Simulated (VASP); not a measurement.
# ScNb (P-6m2) in VASP: single point with LDA

Aim: the single point of ScNb with LDA.

Everything below comes from runs of VASP 6.6.1. Logs are shortened: lines on timing, memory, paths and dates and some standing lists are left out, and cuts for length are marked.

### Step 1. The cell of the first run

Symmetry: P-6m2, No. 187, hexagonal system. The conventional cell has a = 3.066 Å, b = 3.066 Å, c = 5.072 Å, α = 90.00°, β = 90.00°, γ = 120.00°. Sc (site symmetry -6m2) has 6 Sc at 3.07 Å and 6 Nb at 3.09 Å within 4.0 Å. Nb (site symmetry -6m2) has 6 Nb at 3.07 Å and 6 Sc at 3.09 Å within 4.0 Å.

### Step 2. Single point, LDA

The input, INCAR:

```
ALGO = Normal
EDIFF = 1E-6
ENCUT = 500
GGA = CA
GGA_COMPAT = F
ISIF = 2
ISMEAR = 0
LASPH = T
LCHARG = T
LELF = T
LREAL = F
LVHAR = T
LWAVE = F
NBANDS = 19
NELM = 120
PREC = Accurate
SIGMA = 0.1
```

The input, KPOINTS:

```
k-points
0
Gamma
  6 6 4
```

The input, POSCAR:

```
ScNb
1.0
    3.0656443612      0.0000000000      0.0000000000
   -1.5328221806      2.6549258957      0.0000000000
    0.0000000000      0.0000000000      5.0721940000
Sc Nb
1 1
Direct
    0.0000000000      0.0000000000      0.0000000000
    0.3333333300      0.6666666700      0.5000000000
```

Potentials or basis: VASP PAW LDA potentials, release 64 (Sc_sv, Nb_sv).

Run with:

```bash
$ cat potpaw_LDA.64/Sc_sv/POTCAR potpaw_LDA.64/Nb_sv/POTCAR > POTCAR
$ mpirun -np 1 vasp_std > vasp.out
```

OUTCAR:

```text
EDIFF = 1E-6
   ENCUT = 500
   GGA = CA
   ISIF = 2
   ISMEAR = 0
   LASPH = T
   LREAL = F
   NELM = 120
   PREC = Accurate

 ion  position               nearest neighbor table
   1  0.000  0.000  0.000-   2 3.09   2 3.09   2 3.09   2 3.09   2 3.09   2 3.09
   2  0.333  0.667  0.500-   1 3.09   1 3.09   1 3.09   1 3.09   1 3.09   1 3.09

  LATTYP: Found a hexagonal cell.
 ALAT       =     3.0656443612
 C/A-ratio  =     1.6545278585

  Lattice vectors:

 A1 = (   3.0656443612,   0.0000000000,   0.0000000000)
 A2 = (  -1.5328221806,   2.6549258957,   0.0000000000)
 A3 = (   0.0000000000,   0.0000000000,   5.0721940000)

Analysis of symmetry for initial positions (statically):
=====================================================================
 Subroutine PRICEL returns:
 Original cell was already a primitive cell.

 Routine SETGRP: Setting up the symmetry group for a
 hexagonal supercell.

 Subroutine GETGRP returns: Found 12 space group operations
 (whereof 12 operations were pure point group operations)
 out of a pool of 24 trial point group operations.

The static configuration has the point symmetry D_3h.

Analysis of symmetry for dynamics (positions and initial velocities):
=====================================================================
 Subroutine PRICEL returns:
 Original cell was already a primitive cell.

 Routine SETGRP: Setting up the symmetry group for a
 hexagonal supercell.

 Subroutine GETGRP returns: Found 12 space group operations
 (whereof 12 operations were pure point group operations)
 out of a pool of 24 trial point group operations.

The dynamic configuration has the point symmetry D_3h.

 Subroutine INISYM returns: Found 12 space group operations
 (whereof 12 operations are pure point group operations),
 and found     1 'primitive' translations

----------------------------------------------------------------------------------------

                                     Primitive cell

  volume of cell :      41.2829

  direct lattice vectors                    reciprocal lattice vectors
     3.065644361  0.000000000  0.000000000     0.326195697  0.188329174  0.000000000
    -1.532822181  2.654925896  0.000000000     0.000000000  0.376658347  0.000000000
     0.000000000  0.000000000  5.072194000     0.000000000  0.000000000  0.197153342

  length of vectors
     3.065644361  3.065644361  5.072194000     0.376658347  0.376658347  0.197153342

  position of ions in fractional coordinates (direct lattice)
     0.000000000  0.000000000  0.000000000
     0.333333330  0.666666670  0.500000000

  ion indices of the primitive-cell ions
   primitive index   ion index
                 1           1
                 2           2

----------------------------------------------------------------------------------------

 KPOINTS: k-points

Automatic generation of k-mesh.
 Grid dimensions read from file:
 generate k-points for:    6    6    4

 Generating k-lattice:

  Cartesian coordinates                     Fractional coordinates (reciprocal lattice)
     0.054365950  0.031388196  0.000000000     0.166666667 -0.000000000  0.000000000
     0.000000000  0.062776391  0.000000000     0.000000000  0.166666667  0.000000000
     0.000000000  0.000000000  0.049288336     0.000000000  0.000000000  0.250000000

  Length of vectors
     0.062776391  0.062776391  0.049288336

  Shift w.r.t. Gamma in fractional coordinates (k-lattice)
     0.000000000  0.000000000  0.000000000

 Subroutine IBZKPT returns following result:
 ===========================================

 Found     21 irreducible k-points:

 Following reciprocal coordinates:
            Coordinates               Weight
  0.000000  0.000000  0.000000      1.000000
  0.166667 -0.000000  0.000000      6.000000
  0.333333 -0.000000  0.000000      6.000000
  0.500000 -0.000000  0.000000      3.000000
  0.166667  0.166667  0.000000      6.000000
  0.333333  0.166667  0.000000     12.000000
[... 13 lines left out ...]
  0.333333  0.166667  0.500000     12.000000
  0.333333  0.333333  0.500000      2.000000
   k-points           NKPTS =     21   k-points in BZ     NKDIM =     21   number of bands    NBANDS=     19
   number of dos      NEDOS =    301   number of ions     NIONS =      2
   total plane-waves  NPLWV =  23040
   dimension x,y,z NGX =    24 NGY =   24 NGZ =   40
   dimension x,y,z NGXF=    48 NGYF=   48 NGZF=   80
   ions per type =               1   1
   NGX,Y,Z   is equivalent  to a cutoff of  13.01, 13.01, 13.11 a.u.
   NGXF,Y,Z  is equivalent  to a cutoff of  26.03, 26.03, 26.22 a.u.
 SYSTEM =  unknown system
   PREC   = accura    normal or accurate (medium, high low for compatibility)
   ISTART =      0    job   : 0-new  1-cont  2-samecut
   ICHARG =      2    charge: 1-file 2-atom 10-const
   ISPIN  =      1    spin polarized calculation?
   LNONCOLLINEAR =      F non collinear calculations
   LSORBIT =      F    spin-orbit coupling
   LASPH  =      T    aspherical Exc in radial PAW
   ENCUT  =  500.0 eV  36.75 Ry    6.06 a.u.   5.59  5.59  9.25*2*pi/ulx,y,z
   NELM   =    120;   NELMIN=  2; NELMDL= -5     # of ELM steps
   EDIFF  = 0.1E-05   stopping-criterion for ELM
   LREAL  =      F    real-space projection
[... 7 lines left out ...]
   TEBEG  =    0.0;   TEEND  =   0.0 temperature during run
   PSTRESS=    0.0 pullay stress
   NELECT =      24.0000    total number of electrons
   NUPDOWN=      -1.0000    fix difference up-down
   EMIN   =  10.00;   EMAX   =-10.00  energy-range for DOS
   EFERMI =   0.00;   METHOD = LEGACY
   ISMEAR =     0;   SIGMA  =   0.10  broadening in eV -4-tet -1-fermi 0-gaus
   EFERMI_NEDOS =   21; number of points for ismear=-14 and -15
   IALGO  =     38    algorithm
   IMIX   =      4    mixing-type and parameters
     AMIX     =   0.40;   BMIX     =  1.00
     AMIX_MAG =   1.60;   BMIX_MAG =  1.00
  volume/ion in A,a.u.               =      20.64       139.30
  Fermi-wavevector in a.u.,A,eV,Ry     =   1.366329  2.581987 25.400097  1.866854
  Thomas-Fermi vector in A             =   2.492479
   LORBIT       =      0    0 simple, 1 ext, 2 COOP (PROOUT), +10 PAW based schemes
   GGA     = CA    functional components
   LHFCALC =     F    Hartree Fock is set to
   AEXX    =    0.0000 exact exchange contribution
   IVDW    =     0    specifies the selected vdW correction
   LEPSILON=     F    determine dielectric tensor
   LRPA    =     F    only Hartree local field effects (RPA)
 non-spin polarized calculation
 Gauss-broadening in eV      SIGMA  =   0.10
  energy-cutoff  :      500.00
  volume of cell :       41.28
 maximum number of plane-waves:      1075
 NGX is ok and might be reduce to    24
   NGX = 11   NGY = 11   NGZ = 19

 number of electron      24.0000000 magnetization

 Free energy of the ion-electron system (eV)
  ---------------------------------------------------
  ext. energy  EPLUGINS =         0.00000000
  ---------------------------------------------------
  free energy    TOTEN  =       -17.48839148 eV

  energy without entropy =      -17.47693274  energy(sigma->0) =      -17.48266211

 E-fermi :   6.9798     XC(G=0): -11.4660

 val. band max:        6.9503786840   @ k =   0.0000   0.0000   0.2500
 cond. band min:       6.9873287297   @ k =   0.1667  -0.0000   0.5000
 fundamental gap:      0.0369500457
 Fermi energy:         6.9798426004

 k-point     1 :       0.0000    0.0000    0.0000
  band No.  band energies     occupation
      1     -47.4132      2.00000
      2     -41.4121      2.00000
      3     -23.7368      2.00000
      4     -23.1973      2.00000
      5     -23.1973      2.00000
      6     -20.3662      2.00000
[... 11 lines left out ...]
     18       9.1649      0.00000
     19      11.1014      0.00000

 k-point     2 :       0.1667   -0.0000    0.0000
  band No.  band energies     occupation
      1     -47.3899      2.00000
      2     -41.3895      2.00000
      3     -23.7018      2.00000
      4     -23.3795      2.00000
      5     -23.2397      2.00000
      6     -20.3554      2.00000
[... 11 lines left out ...]
     18       9.5724      0.00000
     19      11.2960      0.00000

 k-point     3 :       0.3333   -0.0000    0.0000
  band No.  band energies     occupation
      1     -47.3430      2.00000
      2     -41.3441      2.00000
      3     -23.7318      2.00000
      4     -23.6310      2.00000
      5     -23.3234      2.00000
      6     -20.5442      2.00000
[... 11 lines left out ...]
     18      10.8692      0.00000
     19      11.4775      0.00000

 k-point     4 :       0.5000   -0.0000    0.0000
  band No.  band energies     occupation
      1     -47.3194      2.00000
      2     -41.3212      2.00000
      3     -23.9023      2.00000
      4     -23.5952      2.00000
      5     -23.3648      2.00000
      6     -20.6835      2.00000
[... 11 lines left out ...]
     18      11.7695      0.00000
     19      12.4610      0.00000

 k-point     5 :       0.1667    0.1667    0.0000
  band No.  band energies     occupation
      1     -47.3548      2.00000
      2     -41.3555      2.00000
      3     -23.6488      2.00000
      4     -23.6113      2.00000
      5     -23.3383      2.00000
      6     -20.4456      2.00000
[... 11 lines left out ...]
     18      10.7112      0.00000
     19      11.2755      0.00000

 k-point     6 :       0.3333    0.1667    0.0000
  band No.  band energies     occupation
      1     -47.3194      2.00000
      2     -41.3212      2.00000
      3     -23.8142      2.00000
      4     -23.5954      2.00000
      5     -23.4596      2.00000
      6     -20.6101      2.00000
[... 11 lines left out ...]
     18      11.2908      0.00000
     19      12.4114      0.00000

 k-point     7 :       0.3333    0.3333    0.0000
  band No.  band energies     occupation
      1     -47.3076      2.00000
      2     -41.3098      2.00000
      3     -23.6933      2.00000
      4     -23.6929      2.00000
      5     -23.5777      2.00000
      6     -20.5128      2.00000
[... 11 lines left out ...]
     18      10.9750      0.00000
     19      13.9812      0.00000

 k-point     8 :       0.0000    0.0000    0.2500
  band No.  band energies     occupation
      1     -47.4129      2.00000
      2     -41.4127      2.00000
      3     -23.7182      2.00000
      4     -23.1970      2.00000
      5     -23.1970      2.00000
      6     -20.3950      2.00000
[... 190 lines left out ...]
 k-point    17 :       0.3333   -0.0000    0.5000
  band No.  band energies     occupation
      1     -47.3428      2.00000
      2     -41.3444      2.00000
      3     -23.7392      2.00000
      4     -23.6276      2.00000
      5     -23.3220      2.00000
      6     -20.5314      2.00000
[... 11 lines left out ...]
     18      11.0846      0.00000
     19      11.1834      0.00000

 k-point    18 :       0.5000   -0.0000    0.5000
  band No.  band energies     occupation
      1     -47.3193      2.00000
      2     -41.3212      2.00000
      3     -23.9112      2.00000
      4     -23.6039      2.00000
      5     -23.3631      2.00000
      6     -20.6664      2.00000
[... 11 lines left out ...]
     18      11.6952      0.00000
     19      11.7027      0.00000

 k-point    19 :       0.1667    0.1667    0.5000
  band No.  band energies     occupation
      1     -47.3546      2.00000
      2     -41.3560      2.00000
      3     -23.6394      2.00000
      4     -23.6173      2.00000
      5     -23.3376      2.00000
      6     -20.4362      2.00000
[... 11 lines left out ...]
     18      10.8713      0.00000
     19      11.1759      0.00000

 k-point    20 :       0.3333    0.1667    0.5000
  band No.  band energies     occupation
      1     -47.3193      2.00000
      2     -41.3213      2.00000
      3     -23.8217      2.00000
      4     -23.6033      2.00000
      5     -23.4597      2.00000
      6     -20.5968      2.00000
[... 11 lines left out ...]
     18      11.3629      0.00000
     19      12.5330      0.00000

 k-point    21 :       0.3333    0.3333    0.5000
  band No.  band energies     occupation
      1     -47.3075      2.00000
      2     -41.3097      2.00000
      3     -23.7049      2.00000
      4     -23.6899      2.00000
      5     -23.5907      2.00000
      6     -20.5090      2.00000
[... 11 lines left out ...]
     18      11.2645      0.00000
     19      14.3378      0.00000

------------------------ aborting loop because EDIFF is reached ----------------------------------------

  FORCE on cell =-STRESS in cart. coord.  units (eV):
  Direction    XX          YY          ZZ          XY          YZ          ZX
  --------------------------------------------------------------------------------------
  -------------------------------------------------------------------------------------
  Total       -2.1111159     -2.1111159     -1.6817421      0.0000000     -0.0000000      0.0000000
  in kB      -81.9318249    -81.9318248    -65.2679447      0.0000000     -0.0000000      0.0000000
  external PRESSURE =     -76.3771981 kB  Pullay stress =       0.0000000 kB

 VOLUME and BASIS-vectors are now :
 -----------------------------------------------------------------------------
  energy-cutoff  :      500.00
  volume of cell :       41.28
      direct lattice vectors                 reciprocal lattice vectors
     3.065644361  0.000000000  0.000000000     0.326195697  0.188329174  0.000000000
    -1.532822181  2.654925896  0.000000000     0.000000000  0.376658347  0.000000000
     0.000000000  0.000000000  5.072194000     0.000000000  0.000000000  0.197153342

 POSITION                                       TOTAL-FORCE (eV/Angst)
 -----------------------------------------------------------------------------------
      0.00000      0.00000      0.00000         0.000000      0.000000      0.000000
     -0.00000      1.76995      2.53610        -0.000000     -0.000000      0.000000
 -----------------------------------------------------------------------------------
    total drift:                                0.000029     -0.000017     -0.000000

  FREE ENERGIE OF THE ION-ELECTRON SYSTEM (eV)
  ---------------------------------------------------
  free  energy   TOTEN  =       -17.4883914786 eV

  energy  without entropy=      -17.4769327408  energy(sigma->0) =      -17.48266211
```

Wall time 22 s (1 thread of AMD EPYC 7R43 (Zen 3), shared host); peak memory 0.11 GiB.

Results:

```
Free energy            : -17.4884 eV
Pressure               : -7.6 GPa
Band gap on the k mesh : zero (bands 12 and 13 overlap by 0.93 eV)
```

Levels at points of the mesh, in eV from the Fermi level:
```csv
k point,band 8,band 9,band 10,band 11,band 12,band 13,band 14,band 15,band 16,band 17
"(0.00, 0.00, 0.00)",-27.09,-5.62,-2.83,0.58,0.58,0.90,1.01,2.06,2.06,2.19
"(0.50, 0.00, 0.00)",-27.22,-2.75,-2.04,-1.75,-0.09,0.83,0.92,1.56,4.43,4.54
"(0.00, 0.00, 0.50)",-27.09,-4.26,-3.64,-0.62,0.45,0.45,0.84,1.44,1.44,3.35
"(0.50, 0.00, 0.50)",-27.22,-2.76,-2.66,-1.06,-0.32,1.72,1.74,1.80,2.86,4.51
```

Caveat: the k points lie up to 0.39 Å⁻¹ apart, too coarse for converged energies and pressures of a metal.

The gap in the log of VASP goes by the Fermi energy; the results here count the filled bands.